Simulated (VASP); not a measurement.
# CaO (Fm-3m) in VASP: a series of runs

The runs below take CaO through relaxation of cell and atoms, with PBE+D3(BJ), PBEsol+D4, RPBE+D3(BJ), RPBE+D4, revPBE+D4.

All numbers are computed with VASP 6.6.1; they aren't measurements. Logs are shortened: lines on timing, memory, paths and dates and some standing lists are left out, and cuts for length are marked.

## Step 1: The cell of the first run

Symmetry: Fm-3m, No. 225, cubic system. The conventional cell has a = 4.807 Å, b = 4.807 Å, c = 4.807 Å, α = 90.00°, β = 90.00°, γ = 90.00°. Ca (site symmetry m-3m) has 6 O at 2.40 Å within 3.2 Å. O (site symmetry m-3m) has 6 Ca at 2.40 Å within 3.2 Å.

## Step 2: Relaxation of cell and atoms, PBE+D3(BJ)

Contents of INCAR:

```
PREC = Accurate ; ENCUT = 600
EDIFF = 1E-6 ; ISMEAR = -1
SIGMA = 0.05 ; LREAL = F
LASPH = T ; NELM = 100
ALGO = Normal ; ISIF = 3
LWAVE = F ; LCHARG = F
GGA = PE ; IVDW = 12
IBRION = 2 ; NSW = 60
EDIFFG = -0.01
```

Contents of KPOINTS:

```
Automatic mesh
0
Gamma
  10 10 10
```

Contents of POSCAR:

```
CaO
1.0
    0.0000000000      2.4035556960      2.4035556960
    2.4035556960      0.0000000000      2.4035556960
    2.4035556960      2.4035556960      0.0000000000
Ca O
1 1
Direct
    0.0000000000      0.0000000000      0.0000000000
    0.5000000000      0.5000000000      0.5000000000
```

Potentials or basis: VASP PAW PBE potentials, release 64 (Ca_sv, O).

Command:

```sh
$ cat potpaw_PBE.64/Ca_sv/POTCAR potpaw_PBE.64/O/POTCAR > POTCAR
$ mpirun -np 1 vasp_std > vasp.out
```

OUTCAR:

```text
PREC = Accurate
   ENCUT = 600
   EDIFF = 1E-6
   ISMEAR = -1
   LREAL = F
   LASPH = T
   NELM = 100
   ISIF = 3
   GGA = PE
   IVDW = 12
   IBRION = 2
   NSW = 60
   EDIFFG = -0.01
 IVDW          = 12

 ion  position               nearest neighbor table
   1  0.000  0.000  0.000-   2 2.40   2 2.40   2 2.40   2 2.40   2 2.40   2 2.40
   2  0.500  0.500  0.500-   1 2.40   1 2.40   1 2.40   1 2.40   1 2.40   1 2.40

  LATTYP: Found a face centered cubic cell.
 ALAT       =     4.8071113920

  Lattice vectors:

 A1 = (   0.0000000000,   2.4035556960,   2.4035556960)
 A2 = (   2.4035556960,   0.0000000000,   2.4035556960)
 A3 = (   2.4035556960,   2.4035556960,   0.0000000000)

Analysis of symmetry for initial positions (statically):
=====================================================================
 Subroutine PRICEL returns:
 Original cell was already a primitive cell.

 Routine SETGRP: Setting up the symmetry group for a
 face centered cubic supercell.

 Subroutine GETGRP returns: Found 48 space group operations
 (whereof 48 operations were pure point group operations)
 out of a pool of 48 trial point group operations.

The static configuration has the point symmetry O_h .

Analysis of symmetry for dynamics (positions and initial velocities):
=====================================================================
 Subroutine PRICEL returns:
 Original cell was already a primitive cell.

 Routine SETGRP: Setting up the symmetry group for a
 face centered cubic supercell.

 Subroutine GETGRP returns: Found 48 space group operations
 (whereof 48 operations were pure point group operations)
 out of a pool of 48 trial point group operations.

The dynamic configuration has the point symmetry O_h .

 Subroutine INISYM returns: Found 48 space group operations
 (whereof 48 operations are pure point group operations),
 and found     1 'primitive' translations

----------------------------------------------------------------------------------------

                                     Primitive cell

  volume of cell :      27.7711

  direct lattice vectors                    reciprocal lattice vectors
     0.000000000  2.403555696  2.403555696    -0.208025136  0.208025136  0.208025136
     2.403555696  0.000000000  2.403555696     0.208025136 -0.208025136  0.208025136
     2.403555696  2.403555696  0.000000000     0.208025136  0.208025136 -0.208025136

  length of vectors
     3.399141063  3.399141063  3.399141063     0.360310104  0.360310104  0.360310104

  position of ions in fractional coordinates (direct lattice)
     0.000000000  0.000000000  0.000000000
     0.500000000  0.500000000  0.500000000

  ion indices of the primitive-cell ions
   primitive index   ion index
                 1           1
                 2           2

----------------------------------------------------------------------------------------

 KPOINTS: Automatic mesh

Automatic generation of k-mesh.
 Grid dimensions read from file:
 generate k-points for:   10   10   10

 Generating k-lattice:

  Cartesian coordinates                     Fractional coordinates (reciprocal lattice)
    -0.020802514  0.020802514  0.020802514     0.100000000  0.000000000  0.000000000
     0.020802514 -0.020802514  0.020802514     0.000000000  0.100000000  0.000000000
     0.020802514  0.020802514 -0.020802514     0.000000000  0.000000000  0.100000000

  Length of vectors
     0.036031010  0.036031010  0.036031010

  Shift w.r.t. Gamma in fractional coordinates (k-lattice)
     0.000000000  0.000000000  0.000000000

 Subroutine IBZKPT returns following result:
 ===========================================

 Found     47 irreducible k-points:

 Following reciprocal coordinates:
            Coordinates               Weight
  0.000000  0.000000  0.000000      1.000000
  0.100000  0.000000  0.000000      8.000000
  0.200000  0.000000  0.000000      8.000000
  0.300000  0.000000  0.000000      8.000000
  0.400000  0.000000  0.000000      8.000000
  0.500000  0.000000  0.000000      4.000000
[... 16 lines left out ...]
[... 38 lines left out ...]
  volume/ion in A,a.u.               =      13.89        93.70
  Fermi-wavevector in a.u.,A,eV,Ry     =   1.362231  2.574243 25.247954  1.855672
  Thomas-Fermi vector in A             =   2.488738
   LORBIT       =      0    0 simple, 1 ext, 2 COOP (PROOUT), +10 PAW based schemes
   GGA     = PE    functional components
   LHFCALC =     F    Hartree Fock is set to
   AEXX    =    0.0000 exact exchange contribution
   IVDW    =    12    specifies the selected vdW correction
   LEPSILON=     F    determine dielectric tensor
   LRPA    =     F    only Hartree local field effects (RPA)
 conjugate gradient relaxation of ions
 non-spin polarized calculation
  energy-cutoff  :      600.00
  volume of cell :       27.77
 maximum number of plane-waves:       941
   NGX = 13   NGY = 13   NGZ = 13

--------------------------------------- Ionic step        1  -------------------------------------------

 number of electron      15.9999997 magnetization

 Free energy of the ion-electron system (eV)
  ---------------------------------------------------
  ext. energy  EPLUGINS =         0.00000000
  ---------------------------------------------------
  free energy    TOTEN  =       -12.80368360 eV

  energy without entropy =      -12.80368360  energy(sigma->0) =      -12.80368360

------------------------ aborting loop because EDIFF is reached ----------------------------------------

 Edisp (eV)   -0.54412

 E8    (eV) :    -0.2442

  FORCE on cell =-STRESS in cart. coord.  units (eV):
  Direction    XX          YY          ZZ          XY          YZ          ZX
  --------------------------------------------------------------------------------------
  -------------------------------------------------------------------------------------
  Total      -0.19887    -0.19887    -0.19887    -0.00000     0.00000    -0.00000
  in kB     -11.47336   -11.47336   -11.47336    -0.00000     0.00000    -0.00000
  external pressure =      -11.47 kB  Pullay stress =        0.00 kB
[... 61 lines left out ...]
  energy  without entropy=      -13.3486684805  energy(sigma->0) =      -13.34866848

--------------------------------------- Ionic step        3  -------------------------------------------

 number of electron      15.9999997 magnetization

 Free energy of the ion-electron system (eV)
  ---------------------------------------------------
  ext. energy  EPLUGINS =         0.00000000
  ---------------------------------------------------
  free energy    TOTEN  =       -12.79889160 eV

  energy without entropy =      -12.79889160  energy(sigma->0) =      -12.79889160

 E-fermi :   3.4690     XC(G=0): -10.5237

 val. band max:        2.4043740869   @ k =   0.0000   0.0000   0.0000
 cond. band min:       6.0383714777   @ k =   0.5000   0.5000   0.0000
 fundamental gap:      3.6339973908
 Fermi energy:         3.4689935102

 k-point     1 :       0.0000    0.0000    0.0000
  band No.  band energies     occupation
      1     -35.1906      2.00000
      2     -15.9475      2.00000
      3     -15.9475      2.00000
      4     -15.9475      2.00000
      5     -13.1473      2.00000
      6       2.4044      2.00000
      7       2.4044      2.00000
      8       2.4044      2.00000
      9       7.1994      0.00000
     10       8.6554      0.00000
     11       8.6554      0.00000
     12       8.6554      0.00000
[... 331 lines left out ...]
 k-point    24 :       0.4000    0.3000    0.0000
  band No.  band energies     occupation
      1     -35.0779      2.00000
      2     -16.6179      2.00000
      3     -16.1536      2.00000
      4     -16.1254      2.00000
      5     -12.6126      2.00000
      6       0.7201      2.00000
      7       1.8485      2.00000
      8       1.9492      2.00000
      9       6.7153      0.00000
     10      10.1278      0.00000
     11      11.2386      0.00000
     12      11.3282      0.00000

 [... further k-points ...]

------------------------ aborting loop because EDIFF is reached ----------------------------------------

 Edisp (eV)   -0.54994

 E8    (eV) :    -0.2468

  FORCE on cell =-STRESS in cart. coord.  units (eV):
  Direction    XX          YY          ZZ          XY          YZ          ZX
  --------------------------------------------------------------------------------------
  -------------------------------------------------------------------------------------
  Total      -0.00047    -0.00047    -0.00047     0.00000     0.00000    -0.00000
  in kB      -0.02758    -0.02758    -0.02758     0.00000     0.00000    -0.00000
  external pressure =       -0.03 kB  Pullay stress =        0.00 kB
[... 17 lines left out ...]
  FREE ENERGIE OF THE ION-ELECTRON SYSTEM (eV)
  ---------------------------------------------------
  free  energy   TOTEN  =       -13.3488275595 eV

  energy  without entropy=      -13.3488275595  energy(sigma->0) =      -13.34882756

 reached required accuracy - stopping structural energy minimisation
```

Run time: 56 s. Hardware: 1 thread of Intel Xeon 8259CL, shared host; peak memory 0.19 GiB.

What came out:

- Free energy: -13.3488 eV
- Relaxed volume: 13.74 Å³/atom
- Relaxed cell: a = 3.387 Å, b = 3.387 Å, c = 3.387 Å, α = 60.00°, β = 60.00°, γ = 60.00°
- Space group after relaxing (to 0.1 Å): Fm-3m (No. 225)
- Energy gained by relaxing: 0.5 meV/atom
- Ionic steps: 3
- Pressure after relaxing: 0.0 GPa
- Band gap on the k mesh: 3.63 eV (least direct gap 4.01 eV)
- Dispersion energy per atom: -0.275 eV

Step by step:
| step | energy change (eV) | largest force (eV/Å) | pressure (GPa) | volume (Å³) |
| --- | --- | --- | --- | --- |
| 1 | 0.0000 | 0.0000 | -1.15 | 27.77 |
| 2 | -0.0009 | 0.0000 | 0.46 | 27.37 |
| 3 | -0.0010 | 0.0000 | 0.00 | 27.49 |

Final structure:
```xyz
2
Lattice="0.0000 2.3953 2.3953 2.3953 0.0000 2.3953 2.3953 2.3953 0.0000" Properties=species:S:1:pos:R:3 pbc="T T T"
Ca    0.0000    0.0000    0.0000
O     2.3953    2.3953    2.3953
```

Levels at points of the mesh, in eV from the valence-band top:
```
           k point  band 4  band 5  band 6  band 7  band 8  band 9  band 10  band 11  band 12
(0.00, 0.00, 0.00)  -18.35  -15.55    0.00    0.00    0.00    4.79     6.25     6.25     6.25
(0.50, 0.00, 0.00)  -18.41  -14.31   -2.66   -1.22   -1.22    7.10     8.41     8.41     8.58
(0.50, 0.50, 0.00)  -18.59  -15.31   -1.30   -0.37   -0.37    3.63     8.12     8.95     9.60
```

## Step 3: Relaxation of cell and atoms, PBEsol+D4

Contents of INCAR:

```
PREC = Accurate
ENCUT = 600
EDIFF = 1E-6
ISMEAR = -1
SIGMA = 0.05
LREAL = F
LASPH = T
NELM = 60
ALGO = Normal
ISIF = 3
LWAVE = F
LCHARG = F
GGA = PS
IVDW = 13
IBRION = 2
NSW = 60
EDIFFG = -0.01
```

KPOINTS is that of step 2.

POSCAR is that of step 2.

Potentials or basis: VASP PAW PBE potentials, release 64 (Ca_sv, O).

Command:

```sh
$ cat potpaw_PBE.64/Ca_sv/POTCAR potpaw_PBE.64/O/POTCAR > POTCAR
$ mpirun -np 1 vasp_std > vasp.out
```

Wall time 61 s (1 thread of Intel Xeon 8259CL, shared host); peak memory 0.18 GiB.

It converged, with:

- Free energy: -13.6087 eV
- Relaxed volume: 13.46 Å³/atom
- Relaxed cell: a = 3.364 Å, b = 3.364 Å, c = 3.364 Å, α = 60.00°, β = 60.00°, γ = 60.00°
- Space group after relaxing (to 0.1 Å): Fm-3m (No. 225)
- Energy gained by relaxing: 4.7 meV/atom
- Ionic steps: 3
- Pressure after relaxing: 0.0 GPa
- Band gap on the k mesh: 3.52 eV (least direct gap 3.89 eV)
- Dispersion energy per atom: -0.098 eV

The path:
```tsv
step	energy change (eV)	largest force (eV/Å)	pressure (GPa)	volume (Å³)
1	0.0000	0.0000	-3.41	27.77
2	-0.0079	0.0000	1.46	26.60
3	-0.0093	0.0000	0.01	26.92
```

Final structure:
```
CELL_PARAMETERS angstrom
0.00000 2.37879 2.37879
2.37879 0.00000 2.37879
2.37879 2.37879 0.00000
ATOMIC_POSITIONS crystal
Ca 0.00000 0.00000 0.00000
O 0.50000 0.50000 0.50000
```

Levels at points of the mesh, in eV from the valence-band top:
```csv
k point,band 4,band 5,band 6,band 7,band 8,band 9,band 10,band 11,band 12
"(0.00, 0.00, 0.00)",-18.08,-15.50,0.00,0.00,0.00,4.81,6.27,6.27,6.27
"(0.50, 0.00, 0.00)",-18.14,-14.13,-2.77,-1.28,-1.28,7.16,8.54,8.54,8.57
"(0.50, 0.50, 0.00)",-18.34,-15.26,-1.30,-0.37,-0.37,3.52,8.27,9.10,9.80
```

Caveat: the PAW data sets were made with another functional, which shifts forces and pressure a little.

## Step 4: Relaxation of cell and atoms, RPBE+D3(BJ)

Contents of INCAR:

```
  ALGO = Normal
  EDIFF = 1E-7
  EDIFFG = -0.01
  ENCUT = 600
  GGA = RP
  IBRION = 2
  ISIF = 3
  ISMEAR = -1
  IVDW = 12
  LASPH = True
  LCHARG = False
  LREAL = False
  LWAVE = False
  NELM = 60
  NSW = 60
  PREC = Accurate
  SIGMA = 0.05
```

Contents of KPOINTS:

```
k-points
0
Gamma
  10 10 10
```

POSCAR is that of step 3.

Command:

```sh
$ cat potpaw_PBE.64/Ca_sv/POTCAR potpaw_PBE.64/O/POTCAR > POTCAR
$ mpirun -np 1 vasp_std > vasp.out
```

Wall time 87 s (1 thread of Intel Xeon 8259CL, shared host); peak memory 0.19 GiB.

The run converged. Its results:

| Property | Result |
| --- | --- |
| Free energy | -15.2585 eV |
| Relaxed volume | 12.08 Å³/atom |
| Relaxed cell | a = 3.245 Å, b = 3.245 Å, c = 3.245 Å, α = 60.00°, β = 60.00°, γ = 60.00° |
| Space group after relaxing (to 0.1 Å) | Fm-3m (No. 225) |
| Energy gained by relaxing | 108.5 meV/atom |
| Ionic steps | 3 |
| Pressure after relaxing | -0.1 GPa |
| Band gap on the k mesh | 3.66 eV (least direct gap 3.98 eV) |
| Dispersion energy per atom | -1.771 eV |

The path:
```
step  energy change (eV)  largest force (eV/Å)  pressure (GPa)  volume (Å³)
   1              0.0000                0.0000          -16.84        27.77
   2             -0.1340                0.0000           15.54        22.31
   3             -0.2169                0.0000           -0.12        24.16
```

Final structure:
```
Ca O
1.0
     0.00000    2.29459    2.29459
     2.29459    0.00000    2.29459
     2.29459    2.29459    0.00000
Ca O
1 1
Direct
  0.00000 0.00000 0.00000
  0.50000 0.50000 0.50000
```

Levels at points of the mesh, in eV from the valence-band top:
```tsv
k point	band 4	band 5	band 6	band 7	band 8	band 9	band 10	band 11	band 12
(0.00, 0.00, 0.00)	-17.84	-15.90	0.00	0.00	0.00	6.09	6.60	6.60	6.60
(0.50, 0.00, 0.00)	-17.91	-14.03	-2.94	-1.50	-1.50	7.78	9.15	9.15	9.78
(0.50, 0.50, 0.00)	-18.19	-15.70	-1.17	-0.32	-0.32	3.66	9.15	9.68	10.49
```

Caveat: the PAW data sets were made with another functional, which shifts forces and pressure a little. A k mesh can miss the band edges.

## Step 5: Relaxation of cell and atoms, RPBE+D4

Contents of INCAR:

```
PREC = Accurate
ENCUT = 600
EDIFF = 1E-6
ISMEAR = -1
SIGMA = 0.05
LREAL = False
LASPH = True
NELM = 100
ALGO = Normal
ISIF = 3
LWAVE = False
LCHARG = False
GGA = RP
IVDW = 13
IBRION = 2
NSW = 60
EDIFFG = -0.01
```

Contents of KPOINTS:

```
Automatic mesh
0
Gamma
  10 10 10
```

POSCAR is that of step 4.

Command:

```sh
$ cat potpaw_PBE.64/Ca_sv/POTCAR potpaw_PBE.64/O/POTCAR > POTCAR
$ mpirun -np 1 vasp_std > vasp.out
```

It took 88 s on 1 thread of Intel Xeon 8259CL, shared host; peak memory 0.18 GiB.

Results (log left out):

| Item | Value |
| --- | --- |
| Free energy | -12.7192 eV |
| Relaxed volume | 14.13 Å³/atom |
| Relaxed cell | a = 3.419 Å, b = 3.419 Å, c = 3.419 Å, α = 60.00°, β = 60.00°, γ = 60.00° |
| Space group after relaxing (to 0.1 Å) | Fm-3m (No. 225) |
| Energy gained by relaxing | 1.3 meV/atom |
| Ionic steps | 3 |
| Pressure after relaxing | 0.0 GPa |
| Band gap on the k mesh | 3.75 eV (least direct gap 4.12 eV) |
| Dispersion energy per atom | -0.317 eV |

Step by step:
```csv
step,energy change (eV),largest force (eV/Å),pressure (GPa),volume (Å³)
1,0.0000,0.0000,1.80,27.77
2,-0.0024,0.0000,-0.52,28.40
3,-0.0027,0.0000,0.00,28.26
```

Final structure:
```cif
data_structure
_symmetry_space_group_name_H-M 'P 1'
_symmetry_Int_Tables_number 1
_cell_length_a 3.4188
_cell_length_b 3.4188
_cell_length_c 3.4188
_cell_angle_alpha 60.000
_cell_angle_beta 60.000
_cell_angle_gamma 60.000
_cell_volume 28.26
loop_
_atom_site_label
_atom_site_type_symbol
_atom_site_fract_x
_atom_site_fract_y
_atom_site_fract_z
_atom_site_occupancy
Ca1 Ca 0.00000 0.00000 0.00000 1
O1 O 0.50000 0.50000 0.50000 1
```

Levels at points of the mesh, in eV from the valence-band top:
| k point | band 6 | band 7 | band 8 | band 9 | band 10 | band 11 |
| --- | --- | --- | --- | --- | --- | --- |
| (0.00, 0.00, 0.00) | 0.00 | 0.00 | 0.00 | 4.72 | 6.24 | 6.24 |
| (0.50, 0.00, 0.00) | -2.55 | -1.16 | -1.16 | 7.03 | 8.28 | 8.28 |
| (0.50, 0.50, 0.00) | -1.29 | -0.37 | -0.37 | 3.75 | 7.94 | 8.78 |

Caveat: the PAW data sets were made with another functional, which shifts forces and pressure a little.

## Step 6: Relaxation of cell and atoms, revPBE+D4

Contents of INCAR:

```
SYSTEM = CaO
  ALGO = Normal
  EDIFF = 1E-6
  EDIFFG = -0.01
  ENCUT = 600
  GGA = RE
  IBRION = 2
  ISIF = 3
  ISMEAR = -1
  IVDW = 13
  LASPH = .True.
  LCHARG = .False.
  LREAL = .False.
  LWAVE = .False.
  NELM = 80
  NSW = 60
  PREC = Accurate
  SIGMA = 0.05
```

Contents of KPOINTS:

```
k-points
0
Gamma
  10 10 10
  0 0 0
```

POSCAR is that of step 5.

Potentials or basis: VASP PAW PBE potentials, release 64 (Ca_sv, O).

Command:

```sh
$ cat potpaw_PBE.64/Ca_sv/POTCAR potpaw_PBE.64/O/POTCAR > POTCAR
$ mpirun -np 1 vasp_std > vasp.out
```

It took 99 s on 1 thread of Intel Xeon 8259CL, shared host; peak memory 0.18 GiB.

The run converged. Its results:

| Quantity | Value |
| --- | --- |
| Free energy | -12.7360 eV |
| Relaxed volume | 14.02 Å³/atom |
| Relaxed cell | a = 3.410 Å, b = 3.410 Å, c = 3.410 Å, α = 60.00°, β = 60.00°, γ = 60.00° |
| Space group after relaxing (to 0.1 Å) | Fm-3m (No. 225) |
| Energy gained by relaxing | 0.4 meV/atom |
| Ionic steps | 3 |
| Pressure after relaxing | 0.0 GPa |
| Band gap on the k mesh | 3.72 eV (least direct gap 4.10 eV) |
| Dispersion energy per atom | -0.282 eV |

The path:
```
step  energy change (eV)  largest force (eV/Å)  pressure (GPa)  volume (Å³)
   1              0.0000                0.0000            1.02        27.77
   2             -0.0008                0.0000           -0.30        28.13
   3             -0.0008                0.0000           -0.05        28.04
```

Final structure:
```
Ca O
1.0
     0.00000    2.41140    2.41140
     2.41140    0.00000    2.41140
     2.41140    2.41140    0.00000
Ca O
1 1
Direct
  0.00000 0.00000 0.00000
  0.50000 0.50000 0.50000
```

Levels at points of the mesh, in eV from the valence-band top:
| k point | band 4 | band 5 | band 6 | band 7 | band 8 | band 9 | band 10 | band 11 | band 12 |
| --- | --- | --- | --- | --- | --- | --- | --- | --- | --- |
| (0.00, 0.00, 0.00) | -18.53 | -15.58 | 0.00 | 0.00 | 0.00 | 4.75 | 6.25 | 6.25 | 6.25 |
| (0.50, 0.00, 0.00) | -18.58 | -14.44 | -2.58 | -1.18 | -1.18 | 7.05 | 8.32 | 8.32 | 8.54 |
| (0.50, 0.50, 0.00) | -18.74 | -15.35 | -1.29 | -0.37 | -0.37 | 3.72 | 7.99 | 8.83 | 9.46 |

Caveat: the PAW data sets were made with another functional, which shifts forces and pressure a little.

## Step 7: Summary

```csv
level,gap on the mesh (eV),pressure (GPa),relaxed volume (Å³/atom)
PBE+D3(BJ),3.63,0.0,13.74
PBEsol+D4,3.52,0.0,13.46
RPBE+D3(BJ),3.66,-0.1,12.08
RPBE+D4,3.75,0.0,14.13
revPBE+D4,3.72,0.0,14.02
```

Alike in all rows: task relaxation of cell and atoms; potentials or basis VASP PAW PBE potentials, release 64 (Ca_sv, O); no spin polarisation; cell relaxed; k mesh 10 × 10 × 10; cutoff (eV) 600; smearing fermi-dirac 0.05 eV.

Caveats: the PAW data sets were made with another functional, which shifts forces and pressure a little (at least some runs).

Total energies depend on the potentials used, so only differences within one code and one set of settings carry meaning.
